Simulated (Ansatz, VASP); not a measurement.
**CaTl2: VASP beside Ansatz**

```
CELL_PARAMETERS angstrom
4.71408 0.00000 0.00000
0.00000 4.71408 0.00000
0.00000 0.00000 7.19275
ATOMIC_POSITIONS crystal
Ca 0.00000 0.50000 0.70000
Ca 0.50000 0.00000 0.30000
Tl 0.00000 0.00000 0.00000
Tl 0.50000 0.50000 0.00000
Tl 0.00000 0.50000 0.27000
Tl 0.50000 0.00000 0.73000
```

Alike in both runs: task single point; functional PBE; k mesh 4 × 4 × 4; occupations gaussian, width 0.1 eV; no spin polarisation.

```csv
,VASP,Ansatz
version,VASP 6.6.1,Ansatz 0.2.0
potentials or method,"VASP PAW PBE potentials, release 64 (Ca_sv, Tl_d), cutoff 520 eV","scalar-relativistic, plane waves, PAW"
valence electrons in the cell,72,72
```

|  | VASP | Ansatz | Ansatz less VASP |
| --- | --- | --- | --- |
| gap on the k mesh at the Fermi level (eV) | none | none | - |
| pressure (GPa) | 7.7 | 7.7 | -0.02 |
| traceless stress, the component that is largest in VASP (GPa) | 1.28 | 1.27 | -0.009 |
| rms of the force components (eV/Å) | 0.234 | 0.233 | -0.0006 |

Atom by atom the forces differ by 0.002 eV/Å (rms over components). A gap of «none» marks a metal or a gap that the smearing closes.

Spin-orbit coupling is off throughout.
